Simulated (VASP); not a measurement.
Input of a VASP 6.6.1 run:

Contents of INCAR:

```
SYSTEM = LiPr3N2
ALGO = Normal
EDIFF = 1E-6
ENCUT = 750
GGA = PE
GGA_COMPAT = .False.
ISIF = 2
ISMEAR = 0
LASPH = .True.
LCHARG = .True.
LELF = .True.
LMAXMIX = 6
LREAL = .False.
LVHAR = .True.
LWAVE = .False.
NBANDS = 32
NELM = 200
PREC = Accurate
SIGMA = 0.1
```

Contents of KPOINTS:

```
k-points
0
Gamma
  12 12 4
  0 0 0
```

POSCAR

```
LiPr3N2
1.0
    3.6644194970      0.0000000000      0.0000000000
   -1.8322097485      3.1734803745      0.0000000000
    0.0000000000      0.0000000000     12.0984207143
Li Pr N
1 3 2
Direct
    0.0000000000      0.0000000000      0.0000000000
    0.3333333333      0.6666666667      0.2624377526
    0.6666666667      0.3333333333      0.7375622474
    0.0000000000      0.0000000000      0.5000000000
    0.3333333333      0.6666666667      0.6329558597
    0.6666666667      0.3333333333      0.3670441403
```

Potentials or basis: VASP PAW PBE potentials, release 64 (Li_sv, Pr_3, N), 4f in core.

Command:

```console
$ cat potpaw_PBE.64/Li_sv/POTCAR potpaw_PBE.64/Pr_3/POTCAR potpaw_PBE.64/N/POTCAR > POTCAR
$ mpirun -np 1 vasp_std > vasp.out
```

(1) Predict the largest force.

(2) Predict the pressure.

(3) Estimate the band gap on the k mesh.

Answers

(1) 0.010 eV/Å.

(2) -0.1 GPa.

(3) zero (bands 23 and 24 overlap by 0.64 eV).

Caveat: spin-orbit coupling is left out, which moves the levels of the heavy elements; the 4f electrons are frozen in the core, so they carry no moment and show no levels; the run has no spin polarisation, though such a crystal can be magnetic.
